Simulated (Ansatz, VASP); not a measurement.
# CaCu3C2: VASP beside Ansatz

```
CELL_PARAMETERS angstrom
5.18669 0.00000 0.00000
-2.59335 4.49181 0.00000
0.00000 0.00000 3.03671
ATOMIC_POSITIONS crystal
Ca 0.00000 0.00000 0.00000
Cu 0.00000 0.50000 0.50000
Cu 0.50000 0.50000 0.50000
Cu 0.50000 0.00000 0.50000
C 0.33333 0.66667 0.00000
C 0.66667 0.33333 0.00000
```

Change from the starting cell: species swapped into the TbSi2Rh3 type (P6/mmm, No. 191).

Alike in both runs: functional PBE; k mesh 6 × 6 × 6; occupations gaussian, width 0.1 eV; no spin polarisation.

Ansatz relaxed the structure, and its values are those at the end. VASP's run is a single point on that final structure, the one shown.

|  | VASP | Ansatz |
| --- | --- | --- |
| version | VASP 6.6.1 | Ansatz 0.2.0 |
| potentials or method | VASP PAW PBE potentials, release 64 (Ca_sv, Cu, C), cutoff 520 eV | scalar-relativistic, plane waves, PAW |
| valence electrons in the cell | 51 | 75 |

VASP gave:

```
gap on the k mesh at the Fermi level (eV) : none
pressure (GPa)                            : 0.5
```

**Question.** Estimate Ansatz's values.

**Answer.** gap on the k mesh at the Fermi level (eV): none; pressure (GPa): 0.0.

A gap of «none» marks a metal or a gap that the smearing closes. The functional is the same, so the differences come from potentials, cutoffs and numerics. VASP's potentials hold 51 valence electrons a cell and Ansatz's 75, so a difference there can come from the potentials and not from the codes.
